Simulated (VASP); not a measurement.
# ZrCoAs5 (P4/mmm) in VASP: single point with r2SCAN

Aim: the single point of ZrCoAs5 with r2SCAN.

Program: VASP 6.6.1. These are calculated values, not measurements. Logs are shortened: lines on timing, memory, paths and dates and some standing lists are left out, and cuts for length are marked.

## (1) The cell of the first run

It takes space group P4/mmm (No. 123, tetragonal). The conventional cell has a = 4.336 Å, b = 4.336 Å, c = 6.887 Å, α = 90.00°, β = 90.00°, γ = 90.00°. Co (site symmetry 4/mmm) has 8 As at 2.54 Å within 3.4 Å. As (site symmetry 4/mmm) has 8 As at 3.03 Å and 4 Zr at 3.07 Å within 4.0 Å. As (site symmetry 2mm) has 2 Co at 2.54 Å and 7 As at 2.64 to 3.07 Å and 2 Zr at 3.03 Å within 3.4 Å. Zr (site symmetry 4/mmm) has 12 As at 3.03 to 3.07 Å and 2 Co at 3.44 Å within 4.0 Å.

## (2) Single point, r2SCAN

The input, POSCAR:

```
ZrCoAs5
1.0
    4.3356340000      0.0000000000      0.0000000000
    0.0000000000      4.3356340000      0.0000000000
    0.0000000000      0.0000000000      6.8865310000
Co As Zr
1 5 1
Direct
    0.0000000000      0.0000000000      0.5000000000
    0.5000000000      0.5000000000      0.0000000000
    0.0000000000      0.5000000000      0.3082000000
    0.5000000000      0.0000000000      0.3082000000
    0.0000000000      0.5000000000      0.6918000000
    0.5000000000      0.0000000000      0.6918000000
    0.0000000000      0.0000000000      0.0000000000
```

The input, INCAR.step1:

```
ALGO     = Normal         # electronic algorithm
EDIFF    = 1E-4           # SCF threshold, eV
ENCUT    = 520            # plane-wave cutoff, eV
GGA      = PE             # functional
ISMEAR   = -5             # smearing method
LASPH    = True           # aspherical terms in the spheres
LCHARG   = False          # write CHGCAR
LREAL    = False          # projectors in reciprocal space
LWAVE    = True           # write WAVECAR
NBANDS   = 32             # bands
NELM     = 100            # most SCF steps
PREC     = Accurate       # precision mode
SIGMA    = 0.1            # smearing width, eV
```

The input, INCAR.step2:

```
ALGO     = Normal         # electronic algorithm
EDIFF    = 1E-7           # SCF threshold, eV
ENCUT    = 520            # plane-wave cutoff, eV
ISIF     = 2              # what is computed and relaxed
ISMEAR   = -5             # smearing method
ISTART   = 1            
LASPH    = True           # aspherical terms in the spheres
LCHARG   = True           # write CHGCAR
LELF     = True           # ELF
LMIXTAU  = True         
LREAL    = False          # projectors in reciprocal space
LVHAR    = True         
LWAVE    = False          # write WAVECAR
METAGGA  = R2SCAN         # meta-GGA
NBANDS   = 32             # bands
NELM     = 100            # most SCF steps
PREC     = Accurate       # precision mode
SIGMA    = 0.1            # smearing width, eV
```

The input, KPOINTS:

```
k-points
0
Gamma
  6 6 4
```

Potentials or basis: VASP PAW PBE potentials, release 64 (Co, As, Zr_sv).

Started as:

```bash
$ cat potpaw_PBE.64/Co/POTCAR potpaw_PBE.64/As/POTCAR potpaw_PBE.64/Zr_sv/POTCAR > POTCAR
$ cp INCAR.step1 INCAR
$ mpirun -np 1 vasp_std > vasp.out
$ cp INCAR.step2 INCAR
$ mpirun -np 1 vasp_std > vasp.out
```

OUTCAR:

```text
EDIFF = 1E-7
   ENCUT = 520
   ISIF = 2
   ISMEAR = -5
   ISTART = 1
   LASPH = True
   LREAL = False
   METAGGA = R2SCAN
   NELM = 100
   PREC = Accurate

 ion  position               nearest neighbor table
   1  0.000  0.000  0.500-   3 2.54   4 2.54   5 2.54   6 2.54   3 2.54   5 2.54   4 2.54   6 2.54
                             7 3.44   7 3.44
   2  0.500  0.500  0.000-   7 3.07   7 3.07   7 3.07   7 3.07
   3  0.000  0.500  0.308-   1 2.54   1 2.54   5 2.64   7 3.03   7 3.03
   4  0.500  0.000  0.308-   1 2.54   1 2.54   6 2.64   7 3.03   7 3.03
   5  0.000  0.500  0.692-   1 2.54   1 2.54   3 2.64   7 3.03   7 3.03
   6  0.500  0.000  0.692-   1 2.54   1 2.54   4 2.64   7 3.03   7 3.03
   7  0.000  0.000  0.000-   3 3.03   4 3.03   5 3.03   6 3.03   3 3.03   5 3.03   4 3.03   6 3.03
                             2 3.07   2 3.07   2 3.07   2 3.07   1 3.44   1 3.44

  LATTYP: Found a simple tetragonal cell.
 ALAT       =     4.3356340000
 C/A-ratio  =     1.5883561666

  Lattice vectors:

 A1 = (   4.3356340000,   0.0000000000,   0.0000000000)
 A2 = (   0.0000000000,   4.3356340000,   0.0000000000)
 A3 = (   0.0000000000,   0.0000000000,   6.8865310000)

Analysis of symmetry for initial positions (statically):
=====================================================================
 Subroutine PRICEL returns:
 Original cell was already a primitive cell.

 Routine SETGRP: Setting up the symmetry group for a
 simple tetragonal supercell.

 Subroutine GETGRP returns: Found 16 space group operations
 (whereof 16 operations were pure point group operations)
 out of a pool of 16 trial point group operations.

The static configuration has the point symmetry D_4h.

Analysis of symmetry for dynamics (positions and initial velocities):
=====================================================================
 Subroutine PRICEL returns:
 Original cell was already a primitive cell.

 Routine SETGRP: Setting up the symmetry group for a
 simple tetragonal supercell.

 Subroutine GETGRP returns: Found 16 space group operations
 (whereof 16 operations were pure point group operations)
 out of a pool of 16 trial point group operations.

The dynamic configuration has the point symmetry D_4h.

 Subroutine INISYM returns: Found 16 space group operations
 (whereof 16 operations are pure point group operations),
 and found     1 'primitive' translations

----------------------------------------------------------------------------------------

                                     Primitive cell

  volume of cell :     129.4511

  direct lattice vectors                    reciprocal lattice vectors
     4.335634000  0.000000000  0.000000000     0.230646775  0.000000000  0.000000000
     0.000000000  4.335634000  0.000000000     0.000000000  0.230646775  0.000000000
     0.000000000  0.000000000  6.886531000     0.000000000  0.000000000  0.145210992

  length of vectors
     4.335634000  4.335634000  6.886531000     0.230646775  0.230646775  0.145210992

  position of ions in fractional coordinates (direct lattice)
     0.000000000  0.000000000  0.500000000
     0.500000000  0.500000000  0.000000000
     0.000000000  0.500000000  0.308200000
     0.500000000  0.000000000  0.308200000
     0.000000000  0.500000000  0.691800000
     0.500000000  0.000000000  0.691800000
     0.000000000  0.000000000  0.000000000

  ion indices of the primitive-cell ions
   primitive index   ion index
                 1           1
                 2           2
                 3           3
                 4           4
                 5           5
                 6           6
                 7           7

----------------------------------------------------------------------------------------

 KPOINTS: k-points

Automatic generation of k-mesh.
 Grid dimensions read from file:
 generate k-points for:    6    6    4

 Generating k-lattice:

  Cartesian coordinates                     Fractional coordinates (reciprocal lattice)
     0.038441129  0.000000000  0.000000000     0.166666667  0.000000000  0.000000000
     0.000000000  0.038441129  0.000000000     0.000000000  0.166666667  0.000000000
     0.000000000  0.000000000  0.036302748     0.000000000  0.000000000  0.250000000

  Length of vectors
     0.038441129  0.038441129  0.036302748

  Shift w.r.t. Gamma in fractional coordinates (k-lattice)
     0.000000000  0.000000000  0.000000000

 TETIRR: Found    216 inequivalent tetrahedra from      864

 Subroutine IBZKPT returns following result:
 ===========================================

 Found     30 irreducible k-points:

 Following reciprocal coordinates:
            Coordinates               Weight
  0.000000  0.000000  0.000000      1.000000
  0.166667  0.000000  0.000000      4.000000
  0.333333  0.000000  0.000000      4.000000
  0.500000  0.000000  0.000000      2.000000
  0.166667  0.166667  0.000000      4.000000
  0.333333  0.166667  0.000000      8.000000
[... 16 lines left out ...]
  0.333333  0.000000  0.500000      4.000000
  0.500000  0.000000  0.500000      2.000000
 [... further k-points ...]
   k-points           NKPTS =     30   k-points in BZ     NKDIM =     30   number of bands    NBANDS=     32
   number of dos      NEDOS =    301   number of ions     NIONS =      7
   total plane-waves  NPLWV =  55296
   dimension x,y,z NGX =    32 NGY =   32 NGZ =   54
   dimension x,y,z NGXF=    64 NGYF=   64 NGZF=  108
   ions per type =               1   5   1
   NGX,Y,Z   is equivalent  to a cutoff of  12.27, 12.27, 13.04 a.u.
   NGXF,Y,Z  is equivalent  to a cutoff of  24.54, 24.54, 26.07 a.u.
 SYSTEM =  unknown system
   PREC   = accura    normal or accurate (medium, high low for compatibility)
   ISTART =      1    job   : 0-new  1-cont  2-samecut
   ICHARG =      0    charge: 1-file 2-atom 10-const
   ISPIN  =      1    spin polarized calculation?
   LNONCOLLINEAR =      F non collinear calculations
   LSORBIT =      F    spin-orbit coupling
   LASPH  =      T    aspherical Exc in radial PAW
   ENCUT  =  520.0 eV  38.22 Ry    6.18 a.u.   8.06  8.06 12.80*2*pi/ulx,y,z
   NELM   =    100;   NELMIN=  2; NELMDL=  0     # of ELM steps
   EDIFF  = 0.1E-06   stopping-criterion for ELM
   LREAL  =      F    real-space projection
   EDIFFG = 0.1E-05   stopping-criterion for IOM
   NSW    =      0    number of steps for IOM
   IBRION =     -1    ionic relax: 0-MD 1-quasi-New 2-CG
   NFREE  =      0    steps in history (QN), initial steepest desc. (CG)
   ISIF   =      2    stress and relaxation
   ISYM   =      2    0-nonsym 1-usesym 2-fastsym
   POTIM  = 0.5000    time-step for ionic-motion
   TEBEG  =    0.0;   TEEND  =   0.0 temperature during run
   PSTRESS=    0.0 pullay stress
   NELECT =      46.0000    total number of electrons
   NUPDOWN=      -1.0000    fix difference up-down
   EMIN   =  10.00;   EMAX   =-10.00  energy-range for DOS
   EFERMI =   0.00;   METHOD = LEGACY
   ISMEAR =    -5;   SIGMA  =   0.10  broadening in eV -4-tet -1-fermi 0-gaus
   EFERMI_NEDOS =   21; number of points for ismear=-14 and -15
   IALGO  =     38    algorithm
   IMIX   =      4    mixing-type and parameters
     AMIX     =   0.40;   BMIX     =  1.00
     AMIX_MAG =   1.60;   BMIX_MAG =  1.00
  volume/ion in A,a.u.               =      18.49       124.80
  Fermi-wavevector in a.u.,A,eV,Ry     =   1.159557  2.191245 18.294027  1.344573
  Thomas-Fermi vector in A             =   2.296149
   LORBIT       =      0    0 simple, 1 ext, 2 COOP (PROOUT), +10 PAW based schemes
   METAGGA = R2SCAN    functional components
   LHFCALC =     F    Hartree Fock is set to
   AEXX    =    0.0000 exact exchange contribution
   IVDW    =     0    specifies the selected vdW correction
   LEPSILON=     F    determine dielectric tensor
   LRPA    =     F    only Hartree local field effects (RPA)
 non-spin polarized calculation
 Fermi weights with tetrahedron method with Bloechl corrections
  energy-cutoff  :      520.00
  volume of cell :      129.45
 maximum number of plane-waves:      3544
   NGX = 17   NGY = 17   NGZ = 25

 number of electron      46.0000010 magnetization

 Free energy of the ion-electron system (eV)
  ---------------------------------------------------
  ext. energy  EPLUGINS =         0.00000000
  ---------------------------------------------------
  free energy    TOTEN  =      -108.35266757 eV

  energy without entropy =     -108.35266757  energy(sigma->0) =     -108.35266757

 E-fermi :   7.5959     XC(G=0): -11.5882

 val. band max:        7.8246729410   @ k =   0.5000   0.5000   0.0000
 cond. band min:       7.5002692273   @ k =   0.5000   0.1667   0.0000
 fundamental gap:     -0.3244037137
 Fermi energy:         7.5958898769

 k-point     1 :       0.0000    0.0000    0.0000
  band No.  band energies     occupation
      1     -44.4197      2.00000
      2     -21.7402      2.00000
      3     -21.7402      2.00000
      4     -21.7339      2.00000
      5      -7.7245      2.00000
      6      -5.1622      2.00000
[... 24 lines left out ...]
     31       9.5888      0.00000
     32      10.1541      0.00000

 k-point     2 :       0.1667    0.0000    0.0000
  band No.  band energies     occupation
      1     -44.4195      2.00000
      2     -21.7484      2.00000
      3     -21.7392      2.00000
      4     -21.7326      2.00000
      5      -7.5211      2.00000
      6      -4.9975      2.00000
[... 24 lines left out ...]
     31       9.9587      0.00000
     32      10.0789      0.00000

 k-point     3 :       0.3333    0.0000    0.0000
  band No.  band energies     occupation
      1     -44.4191      2.00000
      2     -21.7647      2.00000
      3     -21.7372      2.00000
      4     -21.7300      2.00000
      5      -6.9333      2.00000
      6      -4.9589      2.00000
[... 24 lines left out ...]
     31      10.3781      0.00000
     32      10.6463      0.00000

 k-point     4 :       0.5000    0.0000    0.0000
  band No.  band energies     occupation
      1     -44.4188      2.00000
      2     -21.7728      2.00000
      3     -21.7362      2.00000
      4     -21.7286      2.00000
      5      -6.1163      2.00000
      6      -5.9338      2.00000
[... 24 lines left out ...]
     31      11.1620      0.00000
     32      11.4026      0.00000

 k-point     5 :       0.1667    0.1667    0.0000
  band No.  band energies     occupation
      1     -44.4193      2.00000
      2     -21.7476      2.00000
      3     -21.7469      2.00000
      4     -21.7313      2.00000
      5      -7.3231      2.00000
      6      -4.8387      2.00000
[... 584 lines left out ...]
     31       8.9994      0.00000
     32      10.8106      0.00000

 k-point    22 :       0.1667    0.0000    0.5000
  band No.  band energies     occupation
      1     -44.4195      2.00000
      2     -21.7484      2.00000
      3     -21.7392      2.00000
      4     -21.7330      2.00000
      5      -7.0201      2.00000
      6      -6.4169      2.00000
[... 24 lines left out ...]
     31       9.4036      0.00000
     32      10.1403      0.00000

 k-point    23 :       0.3333    0.0000    0.5000
  band No.  band energies     occupation
      1     -44.4191      2.00000
      2     -21.7647      2.00000
      3     -21.7372      2.00000
      4     -21.7303      2.00000
      5      -6.4908      2.00000
      6      -5.8590      2.00000
[... 24 lines left out ...]
     31       9.8601      0.00000
     32      10.8006      0.00000

 k-point    24 :       0.5000    0.0000    0.5000
  band No.  band energies     occupation
      1     -44.4188      2.00000
      2     -21.7728      2.00000
      3     -21.7362      2.00000
      4     -21.7289      2.00000
      5      -5.7145      2.00000
      6      -5.6212      2.00000
[... 24 lines left out ...]
     31      10.2569      0.00000
     32      10.4783      0.00000

 [... further k-points ...]
[... 5 lines left out ...]
  --------------------------------------------------------------------------------------
  -------------------------------------------------------------------------------------
  Total       -3.3717016     -3.3717016      0.5019453      0.0000000      0.0000000      0.0000000
  in kB      -41.7305371    -41.7305371      6.2124259      0.0000000      0.0000000      0.0000000
  external PRESSURE =     -25.7495495 kB  Pullay stress =       0.0000000 kB

 VOLUME and BASIS-vectors are now :
 -----------------------------------------------------------------------------
  energy-cutoff  :      520.00
  volume of cell :      129.45
      direct lattice vectors                 reciprocal lattice vectors
     4.335634000  0.000000000  0.000000000     0.230646775  0.000000000  0.000000000
     0.000000000  4.335634000  0.000000000     0.000000000  0.230646775  0.000000000
     0.000000000  0.000000000  6.886531000     0.000000000  0.000000000  0.145210992

 POSITION                                       TOTAL-FORCE (eV/Angst)
 -----------------------------------------------------------------------------------
      0.00000      0.00000      3.44327        -0.000000     -0.000000      0.000000
      2.16782      2.16782      0.00000        -0.000000     -0.000000      0.000000
      0.00000      2.16782      2.12243        -0.000000      0.000000     -0.544142
      2.16782      0.00000      2.12243         0.000000      0.000000     -0.544142
      0.00000      2.16782      4.76410        -0.000000     -0.000000      0.544142
      2.16782      0.00000      4.76410        -0.000000      0.000000      0.544142
      0.00000      0.00000      0.00000        -0.000000     -0.000000      0.000000
 -----------------------------------------------------------------------------------
    total drift:                                0.000000      0.000000      0.000000

  FREE ENERGIE OF THE ION-ELECTRON SYSTEM (eV)
  ---------------------------------------------------
  free  energy   TOTEN  =      -108.3526675720 eV

  energy  without entropy=     -108.3526675720  energy(sigma->0) =     -108.35266757
```

It took 14 min on 1 thread of Intel Xeon 8259CL, shared host; peak memory 0.32 GiB.

Results:

| Item | Value |
| --- | --- |
| Free energy | -108.3527 eV |
| Pressure | -2.6 GPa |
| Largest force | 0.544 eV/Å |
| Band gap on the k mesh | zero (band 23 reaches 8.28 eV, above the bottom of band 24 at 7.04 eV) |

Forces in eV/Å, atoms in the order of the input:
```
Co   0.000  0.000  0.000
As   0.000  0.000  0.000
As   0.000  0.000 -0.544
As   0.000  0.000 -0.544
As   0.000  0.000  0.544
As   0.000  0.000  0.544
Zr   0.000  0.000  0.000
```

Levels at points of the mesh, in eV from the Fermi level:
```tsv
k point	band 19	band 20	band 21	band 22	band 23	band 24	band 25	band 26	band 27	band 28
(0.00, 0.00, 0.00)	-1.78	-1.38	-0.99	-0.99	-0.42	0.06	0.78	1.18	1.18	1.39
(0.50, 0.00, 0.00)	-1.91	-1.60	-1.58	-1.18	-0.79	-0.56	0.05	0.20	0.24	1.09
(0.50, 0.50, 0.00)	-1.98	-0.99	0.23	0.23	0.64	0.64	0.69	0.76	1.49	1.53
(0.00, 0.00, 0.50)	-1.85	-1.40	-0.74	0.04	0.17	0.17	0.29	0.50	0.79	1.04
(0.50, 0.00, 0.50)	-2.40	-1.90	-1.64	-0.59	-0.57	0.22	0.65	0.68	0.84	1.12
(0.50, 0.50, 0.50)	-2.07	-1.81	-0.80	-0.80	0.49	0.60	0.87	1.51	2.57	2.57
```

Caveat: the PAW data sets were made with another functional, which shifts forces and pressure a little; tetrahedron occupations give inexact forces and stress in metals. Spin polarisation is off, so any magnetic state and its effect on volume and gap are missing.
